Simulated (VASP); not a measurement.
Write the native input for VASP 6.6.1 that does the following.

```yaml
Task: single point
Functional: r2SCAN
Potentials_or_basis: VASP PAW PBE potentials, release 64 (Ge_d)
Cutoff: 550 eV
k_mesh: 12 × 12 × 12
Occupations: gaussian, width 0.02 eV
Spin: no spin polarisation
Dipole_correction: no
Further_INCAR_settings: ALGO = Normal; EDIFF = 1e-06; NBANDS = 21
```

Crystal: Ge.

```xyz
2
Lattice="0.0000 2.7906 2.7906 2.7906 0.0000 2.7906 2.7906 2.7906 0.0000" Properties=species:S:1:pos:R:3 pbc="T T T"
Ge    2.7906    2.7906    2.7906
Ge    4.1860    4.1860    4.1860
```

The input as run:

POSCAR

```
Ge
1.0
    0.0000000000      2.7906367279      2.7906367279
    2.7906367279      0.0000000000      2.7906367279
    2.7906367279      2.7906367279      0.0000000000
Ge
2
Direct
    0.5000000000      0.5000000000      0.5000000000
    0.7500000000      0.7500000000      0.7500000000
```

INCAR.step1

```
SYSTEM = Ge
PREC = Accurate ; ENCUT = 550
ISMEAR = 0 ; SIGMA = 0.02
LREAL = .FALSE. ; LASPH = .TRUE.
NELM = 120 ; NBANDS = 21
GGA = PE ; ALGO = Normal
EDIFF = 1E-5 ; LWAVE = .TRUE.
LCHARG = .FALSE. ; GGA_COMPAT = .FALSE.
```

INCAR.step2

```
SYSTEM = Ge
PREC = Accurate ; ENCUT = 550
EDIFF = 1E-6 ; ISMEAR = 0
SIGMA = 0.02 ; LREAL = .FALSE.
LASPH = .TRUE. ; NELM = 120
ALGO = Normal ; ISIF = 2
LWAVE = .FALSE. ; LCHARG = .FALSE.
METAGGA = R2SCAN ; LMIXTAU = .TRUE.
NBANDS = 21 ; ISTART = 1
GGA_COMPAT = .FALSE.
```

KPOINTS

```
regular mesh
0
G
  12 12 12
  0 0 0
```

Potentials or basis: VASP PAW PBE potentials, release 64 (Ge_d).

Command:

```console
$ cat potpaw_PBE.64/Ge_d/POTCAR > POTCAR
$ cp INCAR.step1 INCAR
$ mpirun -np 1 vasp_std > vasp.out
$ cp INCAR.step2 INCAR
$ mpirun -np 1 vasp_std > vasp.out
```

Results of the run:

- Pressure: 4.2 GPa
- Band gap on the k mesh: 0.58 eV, indirect (least direct gap 0.80 eV)

Caveat: the PAW data sets were made with another functional, which shifts forces and pressure a little.

It took 2.6 min on 1 thread of Intel Xeon 6975P-C, with other jobs on the host, peak memory 0.2 GiB.
